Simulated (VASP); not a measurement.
Runs of VASP 6.6.1 on W3O. The structure is that of space group Pm-3n (No. 223), or close to it. The cells are those of the table. 

```csv
cell,gap on the mesh (eV),pressure (GPa),largest force (eV/Å)
"a = 4.686 Å, 8 atoms",none,(a),-
"a = 4.904, b = 4.904, c = 4.759 Å, 8 atoms",none,-2.7,0.25
"a = 4.904, b = 4.904, c = 4.686 Å, 8 atoms",none,(b),0.36
"a = 4.831, b = 4.831, c = 4.904 Å, 8 atoms",none,-2.9,0.14
"a = 4.976 Å, 8 atoms",none,-18.9,-
```

Alike in all rows: task single point; level PBEsol; potentials or basis VASP PAW PBE potentials, release 64 (W_sv, O); no spin polarisation; k mesh 8 × 8 × 8; cutoff (eV) 520; smearing gaussian 0.15 eV.

**Question.** Fill in the values left out.

**Answer.** (a) 29.9; (b) 1.4.

Caveats: the PAW data sets were made with another functional, which shifts forces and pressure a little; spin-orbit coupling is left out, which moves the levels of the heavy elements; the cell stands under pressure (at least some runs); the cell stands under tension (at least some runs).

A k mesh can miss the band edges, and the runs leave out spin-orbit coupling on W.

A gap of «none» marks levels without a gap at the run's occupations.
